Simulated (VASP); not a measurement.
A run of VASP 6.6.1 is set up as follows.

File INCAR:

```
  ALGO = Normal
  EDIFF = 1E-6
  EDIFFG = -0.001
  ENCUT = 600
  GGA = PS
  IBRION = 2
  ISIF = 3
  ISMEAR = 0
  LASPH = True
  LCHARG = False
  LREAL = False
  LWAVE = False
  NELM = 80
  NSW = 80
  PREC = Accurate
  PSTRESS = 10.0
  SIGMA = 0.01
```

The input KPOINTS:

```
k-points
0
Gamma
  10 10 10
```

File POSCAR:

```
InP
1.0
    0.0000000000      2.9390910347      2.9390910347
    2.9390910347      0.0000000000      2.9390910347
    2.9390910347      2.9390910347      0.0000000000
In P
1 1
Direct
    0.0000000000      0.0000000000      0.0000000000
    0.7500000000      0.7500000000      0.7500000000
```

Potentials or basis: VASP PAW PBE potentials, release 64 (In_d, P).

Run with:

```bash
$ cat potpaw_PBE.64/In_d/POTCAR potpaw_PBE.64/P/POTCAR > POTCAR
$ mpirun -np 1 vasp_std > vasp.out
```

Question: Predict the band gap on the k mesh.

Answer: 0.64 eV, direct.

Question: Predict the space group after relaxing (to 0.05 Å).

Answer: F-43m (No. 216).

Final structure:
```
In P
1.0
     0.00000    2.92539    2.92539
     2.92539    0.00000    2.92539
     2.92539    2.92539    0.00000
In P
1 1
Cartesian
  0.0000 0.0000 0.0000
  4.3881 4.3881 4.3881
```

Caveat: the cell is relaxed towards a set pressure, so the enthalpy falls and the energy may rise; spin-orbit coupling is left out, which moves the levels of the heavy elements. Expect the measured gap to be larger: semilocal functionals such as PBEsol lack the derivative discontinuity.
